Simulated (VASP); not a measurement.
# AlN (P6_3/mmc) in VASP: a series of runs

AlN is run at these levels: PBEsol+D3(BJ); tasks: single point.

Program: VASP 6.6.1. These are calculated values, not measurements. Logs are shortened: lines on timing, memory, paths and dates and some standing lists are left out, and cuts for length are marked.

## Step 1: The cell of the first run

Symmetry: P6_3/mmc, No. 194, hexagonal system. The conventional cell has a = 3.312 Å, b = 3.312 Å, c = 4.188 Å, α = 90.00°, β = 90.00°, γ = 120.00°. Al (site symmetry -6m2) has 5 N at 1.91 to 2.09 Å within 2.5 Å. N (site symmetry -6m2) has 5 Al at 1.91 to 2.09 Å within 2.5 Å.

## Step 2: Single point, PBEsol+D3(BJ)

File INCAR:

```
PREC = Accurate ; ENCUT = 520
EDIFF = 1E-6 ; ISMEAR = -1
SIGMA = 0.02 ; LREAL = F
LASPH = T ; NELM = 100
ALGO = Normal ; ISIF = 2
LWAVE = F ; LCHARG = F
GGA = PS ; IVDW = 12
NBANDS = 16
```

File KPOINTS:

```
regular mesh
0
Gamma
  6 6 4
```

File POSCAR:

```
AlN
1.0
    3.3121200000      0.0000000000      0.0000000000
   -1.6560600000      2.8683800000      0.0000000000
    0.0000000000      0.0000000000      4.1875600000
Al N
2 2
Direct
    0.3333333333      0.6666666667      0.7500000000
    0.6666666667      0.3333333333      0.2500000000
    0.3333333333      0.6666666667      0.2500000000
    0.6666666667      0.3333333333      0.7500000000
```

Potentials or basis: VASP PAW PBE potentials, release 64 (Al, N).

Launch:

```bash
> cat potpaw_PBE.64/Al/POTCAR potpaw_PBE.64/N/POTCAR > POTCAR
> mpirun -np 1 vasp_std > vasp.out
```

OUTCAR:

```text
PREC = Accurate
   ENCUT = 520
   EDIFF = 1E-6
   ISMEAR = -1
   LREAL = F
   LASPH = T
   NELM = 100
   ISIF = 2
   GGA = PS
   IVDW = 12
 IVDW          = 12

 ion  position               nearest neighbor table
   1  0.333  0.667  0.750-   4 1.91   4 1.91   4 1.91   3 2.09   3 2.09   2 2.84   2 2.84   2 2.84
                             2 2.84   2 2.84   2 2.84
   2  0.667  0.333  0.250-   3 1.91   3 1.91   3 1.91   4 2.09   4 2.09   1 2.84   1 2.84   1 2.84
                             1 2.84   1 2.84   1 2.84
   3  0.333  0.667  0.250-   2 1.91   2 1.91   2 1.91   1 2.09   1 2.09
   4  0.667  0.333  0.750-   1 1.91   1 1.91   1 1.91   2 2.09   2 2.09

  LATTYP: Found a hexagonal cell.
 ALAT       =     3.3121200000
 C/A-ratio  =     1.2643140949

  Lattice vectors:

 A1 = (   3.3121200000,   0.0000000000,   0.0000000000)
 A2 = (  -1.6560600000,   2.8683800000,   0.0000000000)
 A3 = (   0.0000000000,   0.0000000000,   4.1875600000)

Analysis of symmetry for initial positions (statically):
=====================================================================
 Subroutine PRICEL returns:
 Original cell was already a primitive cell.

 Routine SETGRP: Setting up the symmetry group for a
 hexagonal supercell.

 Subroutine GETGRP returns: Found 24 space group operations
 (whereof 12 operations were pure point group operations)
 out of a pool of 24 trial point group operations.

The static configuration has the point symmetry D_3d.
 The point group associated with its full space group is D_6h.

Analysis of symmetry for dynamics (positions and initial velocities):
=====================================================================
 Subroutine PRICEL returns:
 Original cell was already a primitive cell.

 Routine SETGRP: Setting up the symmetry group for a
 hexagonal supercell.

 Subroutine GETGRP returns: Found 24 space group operations
 (whereof 12 operations were pure point group operations)
 out of a pool of 24 trial point group operations.

The dynamic configuration has the point symmetry D_3d.
 The point group associated with its full space group is D_6h.

 Subroutine INISYM returns: Found 24 space group operations
 (whereof 12 operations are pure point group operations),
 and found     1 'primitive' translations

----------------------------------------------------------------------------------------

                                     Primitive cell

  volume of cell :      39.7836

  direct lattice vectors                    reciprocal lattice vectors
     3.312120000  0.000000000  0.000000000     0.301921428  0.174314421  0.000000000
    -1.656060000  2.868380000  0.000000000     0.000000000  0.348628843  0.000000000
     0.000000000  0.000000000  4.187560000     0.000000000  0.000000000  0.238802549

  length of vectors
     3.312120000  3.312119948  4.187560000     0.348628837  0.348628843  0.238802549

  position of ions in fractional coordinates (direct lattice)
     0.333333333  0.666666667  0.750000000
     0.666666667  0.333333333  0.250000000
     0.333333333  0.666666667  0.250000000
     0.666666667  0.333333333  0.750000000

  ion indices of the primitive-cell ions
   primitive index   ion index
                 1           1
                 2           2
                 3           3
                 4           4

----------------------------------------------------------------------------------------

 KPOINTS: regular mesh

Automatic generation of k-mesh.
 Grid dimensions read from file:
 generate k-points for:    6    6    4

 Generating k-lattice:

  Cartesian coordinates                     Fractional coordinates (reciprocal lattice)
     0.050320238  0.029052404  0.000000000     0.166666667  0.000000000  0.000000000
     0.000000000  0.058104807  0.000000000     0.000000000  0.166666667  0.000000000
     0.000000000  0.000000000  0.059700637     0.000000000  0.000000000  0.250000000

  Length of vectors
     0.058104806  0.058104807  0.059700637

  Shift w.r.t. Gamma in fractional coordinates (k-lattice)
     0.000000000  0.000000000  0.000000000

 Subroutine IBZKPT returns following result:
 ===========================================

 Found     21 irreducible k-points:

 Following reciprocal coordinates:
            Coordinates               Weight
  0.000000  0.000000  0.000000      1.000000
  0.166667  0.000000  0.000000      6.000000
  0.333333  0.000000  0.000000      6.000000
  0.500000  0.000000  0.000000      3.000000
  0.166667  0.166667  0.000000      6.000000
  0.333333  0.166667  0.000000     12.000000
[... 13 lines left out ...]
  0.333333  0.166667  0.500000     12.000000
  0.333333  0.333333  0.500000      2.000000
   k-points           NKPTS =     21   k-points in BZ     NKDIM =     21   number of bands    NBANDS=     16
   number of dos      NEDOS =    301   number of ions     NIONS =      4
   total plane-waves  NPLWV =  25088
   dimension x,y,z NGX =    28 NGY =   28 NGZ =   32
   dimension x,y,z NGXF=    56 NGYF=   56 NGZF=   64
   ions per type =               2   2
   NGX,Y,Z   is equivalent  to a cutoff of  14.05, 14.05, 12.70 a.u.
   NGXF,Y,Z  is equivalent  to a cutoff of  28.11, 28.11, 25.41 a.u.
 SYSTEM =  unknown system
   PREC   = accura    normal or accurate (medium, high low for compatibility)
   ISTART =      0    job   : 0-new  1-cont  2-samecut
   ICHARG =      2    charge: 1-file 2-atom 10-const
   ISPIN  =      1    spin polarized calculation?
   LNONCOLLINEAR =      F non collinear calculations
   LSORBIT =      F    spin-orbit coupling
   LASPH  =      T    aspherical Exc in radial PAW
   ENCUT  =  520.0 eV  38.22 Ry    6.18 a.u.   6.16  6.16  7.79*2*pi/ulx,y,z
   NELM   =    100;   NELMIN=  2; NELMDL= -5     # of ELM steps
   EDIFF  = 0.1E-05   stopping-criterion for ELM
   LREAL  =      F    real-space projection
   EDIFFG = 0.1E-04   stopping-criterion for IOM
   NSW    =      0    number of steps for IOM
   IBRION =     -1    ionic relax: 0-MD 1-quasi-New 2-CG
   NFREE  =      0    steps in history (QN), initial steepest desc. (CG)
   ISIF   =      2    stress and relaxation
   ISYM   =      2    0-nonsym 1-usesym 2-fastsym
   POTIM  = 0.5000    time-step for ionic-motion
   TEBEG  =    0.0;   TEEND  =   0.0 temperature during run
   PSTRESS=    0.0 pullay stress
   NELECT =      16.0000    total number of electrons
   NUPDOWN=      -1.0000    fix difference up-down
   EMIN   =  10.00;   EMAX   =-10.00  energy-range for DOS
   EFERMI =   0.00;   METHOD = LEGACY
   ISMEAR =    -1;   SIGMA  =   0.02  broadening in eV -4-tet -1-fermi 0-gaus
   EFERMI_NEDOS =   21; number of points for ismear=-14 and -15
   IALGO  =     38    algorithm
   IMIX   =      4    mixing-type and parameters
     AMIX     =   0.40;   BMIX     =  1.00
     AMIX_MAG =   1.60;   BMIX_MAG =  1.00
  volume/ion in A,a.u.               =       9.95        67.12
  Fermi-wavevector in a.u.,A,eV,Ry     =   1.208408  2.283560 19.867903  1.460250
  Thomas-Fermi vector in A             =   2.344017
   LORBIT       =      0    0 simple, 1 ext, 2 COOP (PROOUT), +10 PAW based schemes
   GGA     = PS    functional components
   LHFCALC =     F    Hartree Fock is set to
   AEXX    =    0.0000 exact exchange contribution
   IVDW    =    12    specifies the selected vdW correction
   LEPSILON=     F    determine dielectric tensor
   LRPA    =     F    only Hartree local field effects (RPA)
 non-spin polarized calculation
  energy-cutoff  :      520.00
  volume of cell :       39.78
 maximum number of plane-waves:      1080
 NGX is ok and might be reduce to    28
   NGX = 13   NGY = 13   NGZ = 15

 number of electron      15.9999999 magnetization

 Free energy of the ion-electron system (eV)
  ---------------------------------------------------
  ext. energy  EPLUGINS =         0.00000000
  ---------------------------------------------------
  free energy    TOTEN  =       -30.93749795 eV

  energy without entropy =      -30.93749795  energy(sigma->0) =      -30.93749795

 E-fermi :   8.2492     XC(G=0): -11.3528

 val. band max:        7.8597242626   @ k =   0.0000   0.0000   0.0000
 cond. band min:      11.0474186678   @ k =   0.0000   0.0000   0.0000
 fundamental gap:      3.1876944052
 Fermi energy:         8.2492378778

 k-point     1 :       0.0000    0.0000    0.0000
  band No.  band energies     occupation
      1      -8.9059      2.00000
      2      -5.2330      2.00000
      3       0.9378      2.00000
      4       4.5764      2.00000
      5       4.5764      2.00000
      6       6.2439      2.00000
[... 8 lines left out ...]
     15      19.5361      0.00000
     16      19.6778      0.00000

 k-point     2 :       0.1667    0.0000    0.0000
  band No.  band energies     occupation
      1      -8.5920      2.00000
      2      -5.2342      2.00000
      3       1.2775      2.00000
      4       3.5466      2.00000
      5       4.1770      2.00000
      6       5.2944      2.00000
[... 8 lines left out ...]
     15      18.6011      0.00000
     16      19.7709      0.00000

 k-point     3 :       0.3333    0.0000    0.0000
  band No.  band energies     occupation
      1      -7.7564      2.00000
      2      -5.4417      2.00000
      3       1.9686      2.00000
      4       2.2175      2.00000
      5       3.5926      2.00000
      6       4.0469      2.00000
[... 8 lines left out ...]
     15      19.1167      0.00000
     16      20.6051      0.00000

 k-point     4 :       0.5000    0.0000    0.0000
  band No.  band energies     occupation
      1      -7.0304      2.00000
      2      -5.8680      2.00000
      3       1.3556      2.00000
      4       3.0971      2.00000
      5       3.3557      2.00000
      6       3.5291      2.00000
[... 8 lines left out ...]
     15      20.9687      0.00000
     16      20.9803      0.00000
[... 267 lines left out ...]
 k-point    19 :       0.1667    0.1667    0.5000
  band No.  band energies     occupation
      1      -6.8047      2.00000
      2      -6.8047      2.00000
      3       1.8654      2.00000
      4       1.8654      2.00000
      5       4.4050      2.00000
      6       4.4050      2.00000
[... 8 lines left out ...]
     15      18.9996      0.00000
     16      18.9996      0.00000

 k-point    20 :       0.3333    0.1667    0.5000
  band No.  band energies     occupation
      1      -6.3056      2.00000
      2      -6.3056      2.00000
      3       0.8994      2.00000
      4       0.8994      2.00000
      5       3.6178      2.00000
      6       3.6178      2.00000
[... 8 lines left out ...]
     15      20.0235      0.00000
     16      20.0235      0.00000

 k-point    21 :       0.3333    0.3333    0.5000
  band No.  band energies     occupation
      1      -6.1268      2.00000
      2      -6.1268      2.00000
      3       0.9758      2.00000
      4       0.9758      2.00000
      5       2.6720      2.00000
      6       2.6720      2.00000
[... 8 lines left out ...]
     15      20.4005      0.00000
     16      20.4005      0.00000

------------------------ aborting loop because EDIFF is reached ----------------------------------------

 Edisp (eV)   -0.95040

 E8    (eV) :    -0.5860

  FORCE on cell =-STRESS in cart. coord.  units (eV):
  Direction    XX          YY          ZZ          XY          YZ          ZX
  --------------------------------------------------------------------------------------
  -------------------------------------------------------------------------------------
  Total      -1.75596    -1.75596    -1.98518     0.00000     0.00000     0.00000
  in kB     -70.71649   -70.71649   -79.94785     0.00000     0.00000     0.00000
  external pressure =      -73.79 kB  Pullay stress =        0.00 kB

 VOLUME and BASIS-vectors are now :
 -----------------------------------------------------------------------------
  energy-cutoff  :      520.00
  volume of cell :       39.78
      direct lattice vectors                 reciprocal lattice vectors
     3.312120000  0.000000000  0.000000000     0.301921428  0.174314421  0.000000000
    -1.656060000  2.868380000  0.000000000     0.000000000  0.348628843  0.000000000
     0.000000000  0.000000000  4.187560000     0.000000000  0.000000000  0.238802549

 POSITION                                       TOTAL-FORCE (eV/Angst)
 -----------------------------------------------------------------------------------
     -0.00000      1.91225      3.14067        -0.000000      0.000000      0.000000
      1.65606      0.95613      1.04689         0.000000     -0.000000      0.000000
     -0.00000      1.91225      1.04689        -0.000000      0.000000      0.000000
      1.65606      0.95613      3.14067         0.000000     -0.000000      0.000000
 -----------------------------------------------------------------------------------
    total drift:                               -0.000000      0.000000     -0.000000

  FREE ENERGIE OF THE ION-ELECTRON SYSTEM (eV)
  ---------------------------------------------------
  free  energy   TOTEN  =       -31.8878935710 eV

  energy  without entropy=      -31.8878935710  energy(sigma->0) =      -31.88789357
```

It took 15 s on 1 thread of Intel Xeon Platinum 8559C (Emerald Rapids), shared host; peak memory 0.17 GiB.

Results:

* Free energy: -31.8879 eV
* Pressure: -7.4 GPa
* Band gap on the k mesh: 3.19 eV, direct
* Dispersion energy per atom: -0.238 eV

Caveat: the PAW data sets were made with another functional, which shifts forces and pressure a little.

[end of part 1 of 2]
